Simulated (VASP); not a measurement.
# AgBr (Fm-3m) in VASP: single point with PBE

Aim: the single point of AgBr with PBE.

Program: VASP 6.6.1. These are calculated values, not measurements. Logs are shortened: lines on timing, memory, paths and dates and some standing lists are left out, and cuts for length are marked.

### 1 The cell of the first run

It takes space group Fm-3m (No. 225, cubic). Conventional cell: a = 5.842 Å, b = 5.842 Å, c = 5.842 Å, α = 90.00°, β = 90.00°, γ = 90.00°. Within 3.8 Å of Ag (site symmetry m-3m) lie 6 Br at 2.92 Å. Br (site symmetry m-3m) has 6 Ag at 2.92 Å within 3.8 Å.

### 2 Single point, PBE

File INCAR:

```
ALGO = Normal
EDIFF = 1E-6
ENCUT = 500
GGA = PE
GGA_COMPAT = False
ISIF = 2
ISMEAR = 0
LASPH = True
LCHARG = True
LELF = True
LREAL = False
LVHAR = True
LWAVE = False
NBANDS = 16
NELM = 120
PREC = Accurate
SIGMA = 0.02
```

File KPOINTS:

```
k-points
0
Gamma
  8 8 8
```

File POSCAR:

```
AgBr
1.0
    0.0000000000      2.9209755174      2.9209755174
    2.9209755174      0.0000000000      2.9209755174
    2.9209755174      2.9209755174      0.0000000000
Ag Br
1 1
Direct
    0.5000000000      0.5000000000      0.5000000000
    0.0000000000      0.0000000000      0.0000000000
```

Potentials or basis: VASP PAW PBE potentials, release 64 (Ag, Br).

Run with:

```bash
cat potpaw_PBE.64/Ag/POTCAR potpaw_PBE.64/Br/POTCAR > POTCAR
mpirun -np 1 vasp_std > vasp.out
```

OUTCAR:

```text
EDIFF = 1E-6
   ENCUT = 500
   GGA = PE
   ISIF = 2
   ISMEAR = 0
   LASPH = True
   LREAL = False
   NELM = 120
   PREC = Accurate

 ion  position               nearest neighbor table
   1  0.500  0.500  0.500-   2 2.92   2 2.92   2 2.92   2 2.92   2 2.92   2 2.92
   2  0.000  0.000  0.000-   1 2.92   1 2.92   1 2.92   1 2.92   1 2.92   1 2.92

  LATTYP: Found a face centered cubic cell.
 ALAT       =     5.8419510348

  Lattice vectors:

 A1 = (   0.0000000000,   2.9209755174,   2.9209755174)
 A2 = (   2.9209755174,   0.0000000000,   2.9209755174)
 A3 = (   2.9209755174,   2.9209755174,   0.0000000000)

Analysis of symmetry for initial positions (statically):
=====================================================================
 Subroutine PRICEL returns:
 Original cell was already a primitive cell.

 Routine SETGRP: Setting up the symmetry group for a
 face centered cubic supercell.

 Subroutine GETGRP returns: Found 48 space group operations
 (whereof 48 operations were pure point group operations)
 out of a pool of 48 trial point group operations.

The static configuration has the point symmetry O_h .

Analysis of symmetry for dynamics (positions and initial velocities):
=====================================================================
 Subroutine PRICEL returns:
 Original cell was already a primitive cell.

 Routine SETGRP: Setting up the symmetry group for a
 face centered cubic supercell.

 Subroutine GETGRP returns: Found 48 space group operations
 (whereof 48 operations were pure point group operations)
 out of a pool of 48 trial point group operations.

The dynamic configuration has the point symmetry O_h .

 Subroutine INISYM returns: Found 48 space group operations
 (whereof 48 operations are pure point group operations),
 and found     1 'primitive' translations

----------------------------------------------------------------------------------------

                                     Primitive cell

  volume of cell :      49.8441

  direct lattice vectors                    reciprocal lattice vectors
     0.000000000  2.920975517  2.920975517    -0.171175690  0.171175690  0.171175690
     2.920975517  0.000000000  2.920975517     0.171175690 -0.171175690  0.171175690
     2.920975517  2.920975517  0.000000000     0.171175690  0.171175690 -0.171175690

  length of vectors
     4.130883192  4.130883192  4.130883192     0.296484992  0.296484992  0.296484992

  position of ions in fractional coordinates (direct lattice)
[... 79 lines left out ...]
   EDIFF  = 0.1E-05   stopping-criterion for ELM
   LREAL  =      F    real-space projection
   EDIFFG = 0.1E-04   stopping-criterion for IOM
   NSW    =      0    number of steps for IOM
   IBRION =     -1    ionic relax: 0-MD 1-quasi-New 2-CG
   NFREE  =      0    steps in history (QN), initial steepest desc. (CG)
   ISIF   =      2    stress and relaxation
   ISYM   =      2    0-nonsym 1-usesym 2-fastsym
   POTIM  = 0.5000    time-step for ionic-motion
   TEBEG  =    0.0;   TEEND  =   0.0 temperature during run
   PSTRESS=    0.0 pullay stress
   NELECT =      18.0000    total number of electrons
   NUPDOWN=      -1.0000    fix difference up-down
   EMIN   =  10.00;   EMAX   =-10.00  energy-range for DOS
   EFERMI =   0.00;   METHOD = LEGACY
   ISMEAR =     0;   SIGMA  =   0.02  broadening in eV -4-tet -1-fermi 0-gaus
   EFERMI_NEDOS =   21; number of points for ismear=-14 and -15
   IALGO  =     38    algorithm
   IMIX   =      4    mixing-type and parameters
     AMIX     =   0.40;   BMIX     =  1.00
     AMIX_MAG =   1.60;   BMIX_MAG =  1.00
  volume/ion in A,a.u.               =      24.92       168.18
  Fermi-wavevector in a.u.,A,eV,Ry     =   1.165810  2.203061 18.491852  1.359113
  Thomas-Fermi vector in A             =   2.302331
   LORBIT       =      0    0 simple, 1 ext, 2 COOP (PROOUT), +10 PAW based schemes
   GGA     = PE    functional components
   LHFCALC =     F    Hartree Fock is set to
   AEXX    =    0.0000 exact exchange contribution
   IVDW    =     0    specifies the selected vdW correction
   LEPSILON=     F    determine dielectric tensor
   LRPA    =     F    only Hartree local field effects (RPA)
 non-spin polarized calculation
 Gauss-broadening in eV      SIGMA  =   0.02
  energy-cutoff  :      500.00
  volume of cell :       49.84
 maximum number of plane-waves:      1283
   NGX = 15   NGY = 15   NGZ = 15

 number of electron      18.0000001 magnetization

 Free energy of the ion-electron system (eV)
  ---------------------------------------------------
  ext. energy  EPLUGINS =         0.00000000
  ---------------------------------------------------
  free energy    TOTEN  =        -5.00027352 eV

  energy without entropy =       -5.00027352  energy(sigma->0) =       -5.00027352

 E-fermi :   3.1120     XC(G=0):  -9.5938

 val. band max:        2.9916459980   @ k =   0.5000   0.0000   0.0000
 cond. band min:       3.6791392246   @ k =   0.0000   0.0000   0.0000
 fundamental gap:      0.6874932266
 Fermi energy:         3.1120276566

 k-point     1 :       0.0000    0.0000    0.0000
  band No.  band energies     occupation
      1     -11.7599      2.00000
      2       0.4071      2.00000
      3       0.4071      2.00000
      4       0.4075      2.00000
      5       0.4075      2.00000
      6       0.4075      2.00000
[... 433 lines left out ...]
      3      -0.7616      2.00000
      4      -0.7442      2.00000
      5       0.6314      2.00000
      6       0.6823      2.00000
[... 8 lines left out ...]
     15      15.4266      0.00000
     16      17.1528      0.00000

 [... further k-points ...]

------------------------ aborting loop because EDIFF is reached ----------------------------------------

  FORCE on cell =-STRESS in cart. coord.  units (eV):
  Direction    XX          YY          ZZ          XY          YZ          ZX
  --------------------------------------------------------------------------------------
  -------------------------------------------------------------------------------------
  Total       -0.0170355     -0.0170355     -0.0170355     -0.0000000      0.0000000      0.0000000
  in kB       -0.5475853     -0.5475853     -0.5475853     -0.0000000      0.0000000      0.0000000
  external PRESSURE =      -0.5475853 kB  Pullay stress =       0.0000000 kB

 VOLUME and BASIS-vectors are now :
 -----------------------------------------------------------------------------
  energy-cutoff  :      500.00
  volume of cell :       49.84
      direct lattice vectors                 reciprocal lattice vectors
     0.000000000  2.920975517  2.920975517    -0.171175690  0.171175690  0.171175690
     2.920975517  0.000000000  2.920975517     0.171175690 -0.171175690  0.171175690
     2.920975517  2.920975517  0.000000000     0.171175690  0.171175690 -0.171175690

 POSITION                                       TOTAL-FORCE (eV/Angst)
 -----------------------------------------------------------------------------------
      2.92098      2.92098      2.92098         0.000000      0.000000      0.000000
      0.00000      0.00000      0.00000        -0.000000     -0.000000     -0.000000
 -----------------------------------------------------------------------------------
    total drift:                                0.000000      0.000000      0.000000

  FREE ENERGIE OF THE ION-ELECTRON SYSTEM (eV)
  ---------------------------------------------------
  free  energy   TOTEN  =        -5.0002735242 eV

  energy  without entropy=       -5.0002735242  energy(sigma->0) =       -5.00027352
```

OSZICAR:

```text
N       E                     dE             d eps       ncg     rms          rms(c)
DAV:   1     0.851145413546E+02    0.85115E+02   -0.83734E+03   928   0.987E+02
DAV:   2    -0.241107240669E+01   -0.87526E+02   -0.80814E+02  1160   0.203E+02
DAV:   3    -0.511131755226E+01   -0.27002E+01   -0.26939E+01  1136   0.359E+01
DAV:   4    -0.512213066785E+01   -0.10813E-01   -0.10813E-01  1152   0.261E+00
DAV:   5    -0.512222202923E+01   -0.91361E-04   -0.91361E-04  1144   0.233E-01    0.516E+00
DAV:   6    -0.500448682143E+01    0.11774E+00   -0.17974E-01  1152   0.597E+00    0.341E+00
DAV:   7    -0.500010668917E+01    0.43801E-02   -0.62237E-02  1016   0.164E+00    0.147E+00
DAV:   8    -0.500018873421E+01   -0.82045E-04   -0.43181E-03  1160   0.653E-01    0.258E-01
DAV:   9    -0.500024029436E+01   -0.51560E-04   -0.49231E-04  1088   0.244E-01    0.355E-02
DAV:  10    -0.500026717208E+01   -0.26878E-04   -0.44087E-05  1136   0.847E-02    0.222E-02
DAV:  11    -0.500027374888E+01   -0.65768E-05   -0.13919E-05  1072   0.294E-02    0.619E-03
DAV:  12    -0.500027352420E+01    0.22468E-06   -0.96852E-07   832   0.928E-03
   1 F= -.50002735E+01 E0= -.50002735E+01  d E =-.325130E-19
```

Wall time 38 s (1 thread of Intel Xeon 8259CL, shared host); peak memory 0.18 GiB.

Results:

```yaml
Free_energy: -5.0003 eV
Pressure: -0.1 GPa
Band_gap_on_the_k_mesh: 0.69 eV (least direct gap 2.44 eV)
```

Levels at points of the mesh, in eV from the valence-band top:
```csv
k point,band 6,band 7,band 8,band 9,band 10,band 11,band 12,band 13
"(0.00, 0.00, 0.00)",-2.58,-1.75,-1.75,-1.75,0.69,9.93,9.93,9.93
"(0.50, 0.00, 0.00)",-2.32,-2.00,0.00,0.00,3.88,6.29,6.86,6.86
"(0.50, 0.50, 0.00)",-2.44,-2.22,-2.22,-2.16,1.71,7.15,8.85,10.79
```

A k mesh can miss the band edges. PBE gaps usually lie below the measured ones, often by a third to a half.
